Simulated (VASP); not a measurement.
## B3P: relaxation of cell and atoms with PBE

Crystal: B3P.

```xyz
4
Lattice="-1.6031 1.6031 3.5809 1.6031 -1.6031 3.5809 1.6031 1.6031 -3.5809" Properties=species:S:1:pos:R:3 pbc="T T T"
B     0.0000    0.0000    3.5809
B     1.6031    0.0000    1.7905
B     0.0000    1.6031    1.7905
P     0.0000    0.0000    0.0000
```

| Property | Result |
| --- | --- |
| Program | VASP 6.6.1 |
| Task | relaxation of cell and atoms |
| Functional | PBE |
| Potentials or basis | VASP PAW PBE potentials, release 64 (B, P) |
| Cutoff | 600 eV |
| k mesh | 8 × 8 × 8 |
| Occupations | gaussian, width 0.1 eV |
| Spin | no spin polarisation |
| Dipole correction | no |
| Further INCAR settings | ALGO = Normal; EDIFF = 1e-06; IBRION = 2; EDIFFG = -0.04; NSW = 90; ISIF = 3 |

- Relaxed volume: 8.81 Å³/atom
- Relaxed cell: a = 4.839 Å, b = 4.839 Å, c = 4.839 Å, α = 146.02°, β = 146.02°, γ = 48.81°
- Space group after relaxing (to 0.1 Å): I4/mmm (No. 139)
- Energy gained by relaxing: 338.2 meV/atom
- Ionic steps: 14
- Pressure after relaxing: 0.3 GPa
- Band gap on the k mesh: zero (bands 7 and 8 overlap by 5.45 eV)

Stress tensor (GPa, compression positive):
```
0.25 0.00 0.00
0.00 0.25 0.00
0.00 0.00 0.53
```

Step by step:
```csv
step,energy change (eV),largest force (eV/Å),pressure (GPa),volume (Å³)
1,0.0000,0.0000,-18.91,36.81
2,-0.5768,0.0000,-0.09,31.29
3,-0.5944,0.0000,4.40,30.57
4,-0.5742,0.0000,15.19,29.16
5,-0.5972,0.0000,6.35,30.28
6,-0.8302,0.0000,20.58,29.40
7,-0.8297,0.0000,22.38,29.30
8,-1.0861,0.0000,13.11,31.09
9,-1.3445,0.0000,0.08,35.92
10,-1.3500,0.0000,1.34,35.29
11,-1.3506,0.0000,1.93,35.01
12,-1.3506,0.0000,1.70,35.12
13,-1.3525,0.0000,-0.19,35.27
14,-1.3529,0.0000,0.34,35.23
```

Final structure:
```cif
data_structure
_symmetry_space_group_name_H-M 'P 1'
_symmetry_Int_Tables_number 1
_cell_length_a 4.8387
_cell_length_b 4.8387
_cell_length_c 4.8387
_cell_angle_alpha 146.023
_cell_angle_beta 146.023
_cell_angle_gamma 48.813
_cell_volume 35.23
loop_
_atom_site_label
_atom_site_type_symbol
_atom_site_fract_x
_atom_site_fract_y
_atom_site_fract_z
_atom_site_occupancy
B1 B 0.50000 0.50000 0.00000 1
B2 B 0.25000 0.75000 0.50000 1
B3 B 0.75000 0.25000 0.50000 1
P1 P 0.00000 0.00000 0.00000 1
```

Levels at points of the mesh, in eV from the Fermi level:
```tsv
k point	band 3	band 4	band 5	band 6	band 7	band 8	band 9	band 10	band 11
(0.00, 0.00, 0.00)	-8.49	-2.21	-2.21	-0.54	-0.54	2.98	3.66	5.08	6.33
(0.50, 0.00, 0.00)	-8.02	-7.99	-1.53	-1.43	1.05	2.01	4.17	4.72	5.22
(0.50, 0.50, 0.00)	-8.38	-6.42	-6.26	-4.08	-2.97	-1.77	0.04	0.07	3.96
(0.50, 0.50, 0.50)	-2.92	-2.92	-1.16	-1.10	0.86	0.86	2.87	2.99	6.43
```

It took 3.5 min on 1 thread of AMD EPYC 9R45 96-Core Processor (Zen 5), on a shared host, peak memory 0.19 GiB.
